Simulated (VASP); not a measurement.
Crystal: Ir.

```
CELL_PARAMETERS angstrom
0.00000 1.92224 1.92224
1.92224 0.00000 1.92224
1.92224 1.92224 0.00000
ATOMIC_POSITIONS crystal
Ir 0.00000 0.00000 0.00000
```

Base run:

```yaml
Program: VASP 6.6.1
Functional: r2SCAN
Potentials_or_basis: VASP PAW PBE potentials, release 64 (Ir)
Cutoff: 520 eV
k_mesh: 10 × 10 × 10
Occupations: gaussian, width 0.1 eV
Spin: no spin polarisation
```

Its results: pressure 2.4 GPa.

Q: The run is repeated on the same cell with these changes: potentials or basis from VASP PAW PBE potentials, release 64 (Ir) to VASP PAW PBE potentials, release 64 (Ir_sv_GW); cutoff from 520 eV to 550 eV; further incar settings from ALGO = Normal; EDIFF = 1e-07; NBANDS = 10 to ALGO = Normal; EDIFF = 1e-06; NBANDS = 14; valence electrons from 9 to 17. What comes out?

A: Pressure -2.2 GPa.

Caveats: the PAW data sets were made with another functional, which shifts forces and pressure a little.
